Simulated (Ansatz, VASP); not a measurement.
## One calculation of Mg2Sn, two programs

Contents of INCAR:

```
PREC = Accurate ; ENCUT = 600
EDIFF = 1E-6 ; ISMEAR = -1
SIGMA = 0.08 ; LREAL = F
LASPH = T ; NELM = 120
ALGO = Normal ; ISIF = 2
LWAVE = F ; LCHARG = F
GGA = CA ; NBANDS = 16
GGA_COMPAT = F
```

File KPOINTS:

```
Automatic mesh
0
Gamma
  11 11 11
```

POSCAR

```
Mg2Sn
1.0
    0.0000000000      3.3338254821      3.3338254821
    3.3338254821      0.0000000000      3.3338254821
    3.3338254821      3.3338254821      0.0000000000
Mg Sn
2 1
Direct
    0.2500000000      0.2500000000      0.2500000000
    0.7500000000      0.7500000000      0.7500000000
    0.0000000000      0.0000000000      0.0000000000
```

Input for Ansatz:

```yaml
crystal:
  lattice:
    - [0.0, 3.3338254821, 3.3338254821]
    - [3.3338254821, 0.0, 3.3338254821]
    - [3.3338254821, 3.3338254821, 0.0]
  atoms:
    - { symbol: Mg, position: [0.25, 0.25, 0.25] }
    - { symbol: Mg, position: [0.75, 0.75, 0.75] }
    - { symbol: Sn, position: [0.0, 0.0, 0.0] }
kpoints:
  mp_grid: { grid: [11, 11, 11] }
  band_path:
    path:
      - [0.0, 0.0, 0.0]
      - [0.5, 0.0, 0.5]
      - [0.625, 0.25, 0.625]
      - [0.375, 0.375, 0.75]
      - [0.0, 0.0, 0.0]
      - [0.5, 0.5, 0.5]
      - [0.5, 0.25, 0.75]
      - [0.5, 0.0, 0.5]
    npoints: 5
scf:
  occupations: { method: fermi_dirac, width: 0.08 }
hamiltonian:
  xc: lda
  pseudopotentials: { kind: all_electron, lapw: { basis_error: 0.0005 } }
output:
  forces: true
  stress: true
  eigenvalues: true
```

Change from the starting cell: volume scaled by 0.96.

Alike in both runs: task single point; functional LDA; k mesh 11 × 11 × 11; occupations fermi-dirac, width 0.08 eV; no spin polarisation.

|  | VASP | Ansatz |
| --- | --- | --- |
| version | VASP 6.6.1 | Ansatz 0.2.0 |
| potentials or method | VASP PAW LDA potentials, release 64 (Mg, Sn_d), cutoff 600 eV | all-electron LAPW, scalar-relativistic |

Ansatz gave:

```
pressure (GPa) : -0.1
```

Q: Which values does VASP return?

A: Pressure (GPa): -0.4.

LDA's correlation is that of Perdew and Zunger in VASP and of Perdew and Wang (1992) in Ansatz. Ansatz ran all-electron here, and VASP with PAW potentials.
